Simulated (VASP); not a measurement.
Here is a VASP 6.6.1 calculation.

Contents of INCAR:

```
  ALGO = Normal
  EDIFF = 1E-6
  ENCUT = 500
  GGA = PE
  GGA_COMPAT = False
  ISIF = 2
  ISMEAR = 0
  LASPH = True
  LCHARG = False
  LREAL = False
  LWAVE = False
  NBANDS = 15
  NELM = 120
  PREC = Accurate
  SIGMA = 0.01
```

The input KPOINTS:

```
k-points
0
Gamma
  6 6 6
```

Contents of POSCAR:

```
CsI
1.0
    4.6660157997      0.0000000000      0.0000000000
    0.0000000000      4.6660157997      0.0000000000
    0.0000000000      0.0000000000      4.6660157997
Cs I
1 1
Direct
    0.0000000000      0.0000000000      0.0000000000
    0.5000000000      0.5000000000      0.5000000000
```

Potentials or basis: VASP PAW PBE potentials, release 64 (Cs_sv, I).

The run is started by

```console
$ cat potpaw_PBE.64/Cs_sv/POTCAR potpaw_PBE.64/I/POTCAR > POTCAR
$ mpirun -np 1 vasp_std > vasp.out
```

(1) Predict the band gap on the k mesh.

(2) Predict the pressure.

Answers

(1) 3.68 eV, indirect (least direct gap 3.77 eV).

(2) 0.0 GPa.

Caveat: spin-orbit coupling is left out, which moves the levels of the heavy elements.
